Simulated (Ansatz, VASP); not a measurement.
BN in VASP and in Ansatz

```
B N
1.0
     2.48016    0.00000    0.00000
    -1.24008    2.14788    0.00000
     0.00000    0.00000    5.45621
B N
2 2
Direct
  0.33333 0.66667 0.25000
  0.66667 0.33333 0.75000
  0.33333 0.66667 0.75000
  0.66667 0.33333 0.25000
```

Alike in both runs: task single point; functional revPBE; k mesh 12 × 12 × 4; no spin polarisation.

|  | VASP | Ansatz |
| --- | --- | --- |
| version | VASP 6.6.1 | Ansatz 0.2.0 |
| potentials or method | VASP PAW PBE potentials, release 64 (B, N), cutoff 520 eV | scalar-relativistic, plane waves, PAW |
| occupations | gaussian, width 0.01 eV | fixed |
| valence electrons in the cell | 16 | 16 |

```tsv
	VASP	Ansatz	Ansatz less VASP
gap on the k mesh at the Fermi level (eV)	4.03	4.04	+0.011
pressure (GPa)	23.0	22.9	-0.08
traceless stress, the component that is largest in VASP (GPa)	-1.41	-1.14	+0.275
```

VASP's potentials were made for PBE, not for revPBE.
